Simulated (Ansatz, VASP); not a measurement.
MoS2 in VASP and in Ansatz

File INCAR:

```
PREC = Accurate ; ENCUT = 600
EDIFF = 1E-6 ; ISMEAR = -1
SIGMA = 0.05 ; LREAL = F
LASPH = T ; NELM = 100
ALGO = Normal ; ISIF = 3
LWAVE = F ; LCHARG = F
GGA = PS ; IBRION = 2
NSW = 80 ; EDIFFG = -0.01
```

The input KPOINTS:

```
Automatic mesh
0
Gamma
  8 8 2
```

The input POSCAR:

```
MoS2
1.0
    3.1690000000      0.0000000000      0.0000000000
   -1.5845000000      2.7444345046      0.0000000000
    0.0000000000      0.0000000000     12.3240000000
Mo S
2 4
Direct
    0.6666666667      0.3333333333      0.7500000000
    0.3333333333      0.6666666667      0.2500000000
    0.6666666667      0.3333333333      0.3770000000
    0.3333333333      0.6666666667      0.8770000000
    0.6666666667      0.3333333333      0.1230000000
    0.3333333333      0.6666666667      0.6230000000
```

The input input.yaml:

```yaml
crystal:
  lattice:
    - [3.169, 0.0, 0.0]
    - [-1.5845, 2.7444345046, 0.0]
    - [0.0, 0.0, 12.324]
  atoms:
    - { symbol: Mo, position: [0.6666666667, 0.3333333333, 0.75] }
    - { symbol: Mo, position: [0.3333333333, 0.6666666667, 0.25] }
    - { symbol: S, position: [0.6666666667, 0.3333333333, 0.377] }
    - { symbol: S, position: [0.3333333333, 0.6666666667, 0.877] }
    - { symbol: S, position: [0.6666666667, 0.3333333333, 0.123] }
    - { symbol: S, position: [0.3333333333, 0.6666666667, 0.623] }
kpoints:
  mp_grid: { grid: [8, 8, 2] }
scf:
  occupations: { method: fermi_dirac, width: 0.05 }
hamiltonian:
  xc: pbesol
  pseudopotentials: { kind: all_electron, lapw: { basis_error: 0.002 } }
output:
  forces: true
  stress: true
relax:
  f_tol: 0.01
  max_steps: 60
  cell: {}
```

Alike in both runs: task relaxation of cell and atoms; functional PBEsol; k mesh 8 × 8 × 2; occupations fermi-dirac, width 0.05 eV; no spin polarisation.

|  | VASP | Ansatz |
| --- | --- | --- |
| version | VASP 6.6.1 | Ansatz 0.2.0 |
| potentials or method | VASP PAW PBE potentials, release 64 (Mo_sv, S), cutoff 600 eV | all-electron LAPW, scalar-relativistic |

VASP gave:

```
relaxed volume (Å³/atom)                                        : 17.88
relaxed length of the cell vector where the two differ most in proportion (Å) : 12.546
```

Q: Which values does Ansatz return?

A: Relaxed volume (Å³/atom): 17.93; relaxed length of the cell vector where the two differ most in proportion (Å): 12.582.

VASP's potentials were made for PBE, not for PBEsol. Ansatz ran all-electron here, and VASP with PAW potentials.
